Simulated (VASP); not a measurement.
Runs of VASP 6.6.1 on CaO. The structure is that of space group P6_3/mmc (No. 194), or close to it. The cells are those of the table. 

```tsv
cell	gap on the mesh (eV)	pressure (GPa)
a = 4.059, b = 4.059, c = 4.681 Å, angles 90.0, 90.0, 120.0°, 4 atoms	3.00	1.0
a = 4.022, b = 4.022, c = 4.639 Å, angles 90.0, 90.0, 120.0°, 4 atoms	3.07	(a)
a = 3.916, b = 3.916, c = 4.894 Å, angles 90.0, 90.0, 120.0°, 4 atoms	3.32	3.0
a = 3.847, b = 3.847, c = 5.210 Å, angles 90.0, 90.0, 120.0°, 4 atoms	3.26	(b)
a = 4.169, b = 4.169, c = 4.437 Å, angles 90.0, 90.0, 120.0°, 4 atoms	(c)	4.4
```

Alike in all rows: task single point; level PBE; potentials or basis VASP PAW PBE potentials, release 64 (Ca_sv, O); no spin polarisation; k mesh 9 × 9 × 6; cutoff (eV) 520; smearing gaussian 0.05 eV.

Problem. Fill in the values left out.

Solution. (a) 3.6; (b) 2.4; (c) 2.60.

Caveats: an odd mesh through Γ misses points on the zone boundary, where band edges can lie; the cell stands under pressure (at least some runs).
